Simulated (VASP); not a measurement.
# Pt (P6_3/mmc) in VASP: further runs, part 2 of 2

VASP 6.6.1. Earlier steps stand in the parts before.

**3. Single point, LDA, collinear spin (14.19 Å³/atom)**

This run uses another cell than the first one, of 14.19 Å³/atom.

INCAR

```
SYSTEM = Pt
PREC     = Accurate       ! precision mode
ENCUT    = 570            ! plane-wave cutoff, eV
EDIFF    = 1E-6           ! SCF threshold, eV
ISMEAR   = 0              ! smearing method
SIGMA    = 0.15           ! smearing width, eV
LREAL    = .FALSE.        ! projectors in reciprocal space
LASPH    = .TRUE.         ! aspherical terms in the spheres
NELM     = 200            ! most SCF steps
ALGO     = Normal         ! electronic algorithm
ISIF     = 2              ! what is computed and relaxed
LWAVE    = .FALSE.        ! write WAVECAR
LCHARG   = .FALSE.        ! write CHGCAR
ISPIN    = 2              ! spin polarisation
MAGMOM   = 0.3 0.3        ! initial moments
LORBIT   = 11             ! projections on sites
NUPDOWN  = 0.6            ! fixed moment
LMAXMIX  = 4              ! l up to which the mixer works
NBANDS   = 29             ! bands
GGA_COMPAT= .FALSE.
```

KPOINTS

```
regular mesh
0
G
  21 21 10
  0 0 0
```

POSCAR

```
Pt
1.0
    2.6670688980      0.0000000000      0.0000000000
   -1.3335344490      2.3097494193      0.0000000000
    0.0000000000      0.0000000000      4.6053244732
Pt
2
Direct
    0.6666666667      0.3333333333      0.7500000000
    0.3333333333      0.6666666667      0.2500000000
```

Potentials or basis: VASP PAW LDA potentials, release 64 (Pt_sv_GW).

On the command line:

```sh
> cat potpaw_LDA.64/Pt_sv_GW/POTCAR > POTCAR
> mpirun -np 1 vasp_std > vasp.out
```

OUTCAR:

```text
SYSTEM = Pt
   PREC = Accurate
   ENCUT = 570
   EDIFF = 1E-6
   ISMEAR = 0
   LREAL = .FALSE.
   LASPH = .TRUE.
   NELM = 200
   ISIF = 2
   ISPIN = 2
   LORBIT = 11
   NUPDOWN = 0.6

 ion  position               nearest neighbor table
   1  0.667  0.333  0.750-   2 2.77   2 2.77   2 2.77   2 2.77   2 2.77   2 2.77
   2  0.333  0.667  0.250-   1 2.77   1 2.77   1 2.77   1 2.77   1 2.77   1 2.77

  LATTYP: Found a hexagonal cell.
 ALAT       =     2.6670688980
 C/A-ratio  =     1.7267362222

  Lattice vectors:

 A1 = (   2.6670688980,   0.0000000000,   0.0000000000)
 A2 = (  -1.3335344490,   2.3097494193,   0.0000000000)
 A3 = (   0.0000000000,   0.0000000000,   4.6053244732)

Analysis of symmetry for initial positions (statically):
=====================================================================
[... 975 lines left out ...]
      3     -41.3673      1.00000
      4     -40.9828      1.00000
      5     -40.9828      1.00000
      6     -40.9214      1.00000
[... 757 lines left out ...]
     28      33.7814      0.00000
     29      34.8537      0.00000

 [... further k-points ...]

------------------------ aborting loop because EDIFF is reached ----------------------------------------

  FORCE on cell =-STRESS in cart. coord.  units (eV):
  Direction    XX          YY          ZZ          XY          YZ          ZX
  --------------------------------------------------------------------------------------
  -------------------------------------------------------------------------------------
  Total        3.1315126      3.1315126      2.2555611      0.0000000     -0.0000000      0.0000000
  in kB      176.8501428    176.8501428    127.3813499      0.0000000     -0.0000000      0.0000000
  external PRESSURE =     160.3605452 kB  Pullay stress =       0.0000000 kB

 VOLUME and BASIS-vectors are now :
 -----------------------------------------------------------------------------
  energy-cutoff  :      570.00
  volume of cell :       28.37
      direct lattice vectors                 reciprocal lattice vectors
     2.667068898  0.000000000  0.000000000     0.374943445  0.216473699  0.000000000
    -1.333534449  2.309749419  0.000000000     0.000000000  0.432947398  0.000000000
     0.000000000  0.000000000  4.605324473     0.000000000  0.000000000  0.217139966

 POSITION                                       TOTAL-FORCE (eV/Angst)
 -----------------------------------------------------------------------------------
      1.33353      0.76992      3.45399         0.000000     -0.000000      0.000000
     -0.00000      1.53983      1.15133         0.000000      0.000000      0.000000
 -----------------------------------------------------------------------------------
    total drift:                               -0.000000      0.000000     -0.000000

  FREE ENERGIE OF THE ION-ELECTRON SYSTEM (eV)
  ---------------------------------------------------
  free  energy   TOTEN  =       -14.4380197548 eV

  energy  without entropy=      -14.4039055163  energy(sigma->0) =      -14.42096264

 total charge

# of ion       s       p       d       f       tot
--------------------------------------------------
    1        4.298   6.104   7.883   0.029  18.315
    2        4.298   6.104   7.883   0.029  18.315
--------------------------------------------------
tot          8.597  12.209  15.766   0.058  36.630

 magnetization (x)

# of ion       s       p       d       f       tot
--------------------------------------------------
    1        0.017   0.001   0.301   0.001   0.320
    2        0.017   0.001   0.301   0.001   0.320
--------------------------------------------------
tot          0.035   0.002   0.602   0.001   0.640
```

Wall time 4.4 min (1 thread of AMD EPYC 9R45 (Zen 5), shared host); peak memory 0.41 GiB.

Results:

```yaml
Free_energy: -14.4380 eV
Pressure: 16.0 GPa
Net_moment: 0.60 μB per cell
Site_moments: Pt +0.32 μB
```

Stress tensor (GPa, compression positive):
```
17.69  0.00  0.00
 0.00 17.69  0.00
 0.00  0.00 12.74
```

Caveat: the cell stands under pressure; the total moment is fixed, so each spin has its own Fermi level and the state may be an excited one.

**4. Single point, LDA, collinear spin (14.19 Å³/atom)**

This run uses another cell than the first one, of 14.19 Å³/atom.

INCAR

```
PREC     = Accurate       # precision mode
ENCUT    = 570            # plane-wave cutoff, eV
EDIFF    = 1E-6           # SCF threshold, eV
ISMEAR   = 0              # smearing method
SIGMA    = 0.15           # smearing width, eV
LREAL    = False          # projectors in reciprocal space
LASPH    = True           # aspherical terms in the spheres
NELM     = 200            # most SCF steps
ALGO     = Normal         # electronic algorithm
ISIF     = 2              # what is computed and relaxed
LWAVE    = False          # write WAVECAR
LCHARG   = True           # write CHGCAR
ISPIN    = 2              # spin polarisation
MAGMOM   = 0.45 0.45      # initial moments
LORBIT   = 11             # projections on sites
NUPDOWN  = 0.9            # fixed moment
LMAXMIX  = 4              # l up to which the mixer works
LELF     = True           # ELF
LVHAR    = True         
NBANDS   = 29             # bands
GGA_COMPAT= False
```

KPOINTS

```
regular mesh
0
Gamma
  21 21 10
```

POSCAR is that of step 3.

On the command line:

```sh
> cat potpaw_LDA.64/Pt_sv_GW/POTCAR > POTCAR
> mpirun -np 1 vasp_std > vasp.out
```

It took 9.7 min on 1 thread of Intel Xeon Platinum 8259CL at 2.50GHz (Skylake/Cascade Lake), shared host; peak memory 0.44 GiB.

The run converged. Its results:

- Free energy: -14.4001 eV
- Pressure: 16.7 GPa
- Net moment: 0.90 μB per cell
- Site moments: Pt +0.48 μB

Stress tensor (GPa, compression positive):
```
19.07  0.00  0.00
 0.00 19.07  0.00
 0.00  0.00 11.98
```

Caveat: the stress differs along the axes, from 12 to 19 GPa; the total moment is fixed, so each spin has its own Fermi level and the state may be an excited one.

**5. Single point, LDA, collinear spin (15.52 Å³/atom)**

This run uses another cell than the first one, of 15.52 Å³/atom.

INCAR

```
SYSTEM = Pt
ALGO = Normal
EDIFF = 1E-6
ENCUT = 570
GGA_COMPAT = .FALSE.
ISIF = 2
ISMEAR = 0
ISPIN = 2
LASPH = .TRUE.
LCHARG = .FALSE.
LMAXMIX = 4
LORBIT = 11
LREAL = .FALSE.
LWAVE = .FALSE.
MAGMOM = 0.45 0.45
NBANDS = 29
NELM = 200
NUPDOWN = 0.9
PREC = Accurate
SIGMA = 0.15
```

KPOINTS

```
k-points
0
G
  21 21 10
  0 0 0
```

POSCAR

```
Pt
1.0
    2.7483013709      0.0000000000      0.0000000000
   -1.3741506854      2.3800988044      0.0000000000
    0.0000000000      0.0000000000      4.7455915265
Pt
2
Direct
    0.6666666667      0.3333333333      0.7500000000
    0.3333333333      0.6666666667      0.2500000000
```

On the command line:

```sh
> cat potpaw_LDA.64/Pt_sv_GW/POTCAR > POTCAR
> mpirun -np 1 vasp_std > vasp.out
```

It took 5.2 min on 1 thread of AMD EPYC 9R14 (Zen 4), shared host; peak memory 0.45 GiB.

Results (log left out):

```
Free energy  : -14.4502 eV
Pressure     : -11.1 GPa
Net moment   : 0.90 μB per cell
Site moments : Pt +0.48 μB
```

Stress tensor (GPa, compression positive):
```
-10.24   0.00   0.00
  0.00 -10.24   0.00
  0.00   0.00 -12.92
```

Caveat: the cell stands under tension; the total moment is fixed, so each spin has its own Fermi level and the state may be an excited one.

**6. Single point, LDA, collinear spin (14.85 Å³/atom)**

This run uses another cell than the first one, of 14.85 Å³/atom.

INCAR

```
PREC = Accurate
ENCUT = 570
EDIFF = 1E-6
ISMEAR = 0
SIGMA = 0.15
LREAL = F
LASPH = T
NELM = 200
ALGO = Normal
ISIF = 2
LWAVE = F
LCHARG = F
ISPIN = 2
MAGMOM = 0.15 0.15
LORBIT = 11
NUPDOWN = 0.3
LMAXMIX = 4
GGA = CA
NBANDS = 29
GGA_COMPAT = F
```

KPOINTS

```
Automatic mesh
0
Gamma
  21 21 10
```

POSCAR

```
Pt
1.0
    2.7082945876      0.0000000000      0.0000000000
   -1.3541472938      2.3454519138      0.0000000000
    0.0000000000      0.0000000000      4.6765103647
Pt
2
Direct
    0.6666666667      0.3333333333      0.7500000000
    0.3333333333      0.6666666667      0.2500000000
```

Potentials or basis: VASP PAW LDA potentials, release 64 (Pt_sv_GW).

On the command line:

```sh
> cat potpaw_LDA.64/Pt_sv_GW/POTCAR > POTCAR
> mpirun -np 1 vasp_std > vasp.out
```

Wall time 2.9 min (1 thread of Intel Xeon 6975P-C (Granite Rapids), shared host); peak memory 0.45 GiB.

The run converged. Its results:

```
Free energy  : -14.5336 eV
Pressure     : -0.1 GPa
Net moment   : 0.30 μB per cell
Site moments : Pt +0.16 μB
```

Stress tensor (GPa, compression positive):
```
 0.36  0.00  0.00
 0.00  0.36  0.00
 0.00  0.00 -1.14
```

Caveat: the total moment is fixed, so each spin has its own Fermi level and the state may be an excited one.

**7. Summary**

```tsv
fixed moment (μB)	cell	pressure (GPa)	moment (μB)
0.9	a = 2.825, b = 2.825, c = 4.878 Å, angles 90.0, 90.0, 120.0°, 2 atoms	-26.7	0.90
0.6	a = 2.667, b = 2.667, c = 4.605 Å, angles 90.0, 90.0, 120.0°, 2 atoms	16.0	0.60
0.9	a = 2.667, b = 2.667, c = 4.605 Å, angles 90.0, 90.0, 120.0°, 2 atoms	16.7	0.90
0.9	a = 2.748, b = 2.748, c = 4.746 Å, angles 90.0, 90.0, 120.0°, 2 atoms	-11.1	0.90
0.3	a = 2.708, b = 2.708, c = 4.677 Å, angles 90.0, 90.0, 120.0°, 2 atoms	-0.1	0.30
```

Alike in all rows: task single point; level LDA; potentials or basis VASP PAW LDA potentials, release 64 (Pt_sv_GW); spin collinear; k mesh 21 × 21 × 10; cutoff (eV) 570; smearing gaussian 0.15 eV.

Caveats: the total moment is fixed, so each spin has its own Fermi level and the state may be an excited one; the cell stands under tension (at least some runs); the cell stands under pressure (at least some runs); the stress differs along the axes, from 12 to 19 GPa (at least some runs).

Absolute energies hang on the potentials; compare differences alone.
